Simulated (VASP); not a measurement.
## Lu: single point with BLYP

The system is Lu.

```
CELL_PARAMETERS angstrom
0.00000 3.70375 3.70375
3.70375 0.00000 3.70375
3.70375 3.70375 0.00000
ATOMIC_POSITIONS crystal
Lu 0.12500 0.12500 0.12500
Lu 0.87500 0.87500 0.87500
```

This isn't the form of Lu at room conditions, which is hcp.

```yaml
Program: VASP 6.6.1
Task: single point
Functional: BLYP
Potentials_or_basis: VASP PAW PBE potentials, release 64 (Lu)
Cutoff: 520 eV
k_mesh: 8 × 8 × 8
Occupations: fermi-dirac, width 0.1 eV
Spin: no spin polarisation
```

```json
{"Pressure": "1.0 GPa", "Band gap on the k mesh": "zero (bands 25 and 26 overlap by 0.97 eV)"}
```

Levels at points of the mesh, in eV from the Fermi level:
```tsv
k point	band 22	band 23	band 24	band 25	band 26	band 27
(0.00, 0.00, 0.00)	-5.78	-4.37	0.32	0.32	0.44	0.44
(0.50, 0.00, 0.00)	-5.78	-2.86	-0.83	0.21	0.28	0.28
(0.50, 0.50, 0.00)	-5.79	-1.53	-1.53	-0.48	-0.48	0.75
```

Run time: 110 s on 1 thread of AMD EPYC 7R13 Processor (Zen 3) (shared host), peak memory 0.25 GiB.

Caveat: the PAW data sets were made with another functional, which shifts forces and pressure a little; spin-orbit coupling is left out, which moves the levels of the heavy elements.
